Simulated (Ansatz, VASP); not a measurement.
## Two plane-wave programs on Si2O

Contents of INCAR:

```
SYSTEM = Si2O
PREC = Accurate
ENCUT = 520
EDIFF = 1E-7
ISMEAR = -5
SIGMA = 0.1
LREAL = .FALSE.
LASPH = .TRUE.
NELM = 80
ALGO = Normal
ISIF = 2
LWAVE = .FALSE.
LCHARG = .FALSE.
GGA = PE
NBANDS = 14
```

File KPOINTS:

```
Automatic mesh
0
G
  14 14 14
  0 0 0
```

The input POSCAR:

```
Si2O
1.0
    0.0000000000      2.4446804366      3.9720841664
    2.4445385702      0.0000000000      3.9720841664
    2.4445385702      2.4446804366      0.0000000000
Si O
2 1
Direct
    0.2084347609      0.2084347609      0.7915652391
    0.7915652391      0.7915652391      0.2084347609
    0.0000000000      0.0000000000      0.0000000000
```

Input for Ansatz:

```yaml
crystal:
  lattice:
    - [0.0, 2.4446804366, 3.9720841664]
    - [2.4445385702, 0.0, 3.9720841664]
    - [2.4445385702, 2.4446804366, 0.0]
  atoms:
    - { symbol: Si, position: [0.2084347609, 0.2084347609, 0.7915652391] }
    - { symbol: Si, position: [0.7915652391, 0.7915652391, 0.2084347609] }
    - { symbol: O, position: [0.0, 0.0, 0.0] }
basis:
  ecutwfc: 420
  xc_grid: 3
kpoints:
  mp_grid: { grid: [14, 14, 14] }
hamiltonian:
  xc: pbe
scf:
  occupations: { method: tetrahedron }
output:
  forces: true
  eigenvalues: true
  stress: true
```

Alike in both runs: task single point; functional PBE; k mesh 14 × 14 × 14; occupations tetrahedron; no spin polarisation.

|  | VASP | Ansatz |
| --- | --- | --- |
| version | VASP 6.6.1 | Ansatz 0.2.0 |
| potentials or method | VASP PAW PBE potentials, release 64 (Si, O), cutoff 520 eV | scalar-relativistic, plane waves, PAW |
| valence electrons in the cell | 14 | 14 |

|  | VASP | Ansatz | Ansatz less VASP |
| --- | --- | --- | --- |
| gap on the k mesh at the Fermi level (eV) | none | none | - |
| pressure (GPa) | -0.1 | -0.1 | +0.02 |
| traceless stress, the component that is largest in VASP (GPa) | 0.12 | -0.10 | -0.222 |
| rms of the force components (eV/Å) | 0.015 | 0.004 | -0.0109 |

Atom by atom the forces differ by 0.011 eV/Å (rms over components). A gap of «none» marks a metal or a gap that the smearing closes. Ansatz's warnings: band table not solved further, tetrahedron derivatives may miss energy slope.
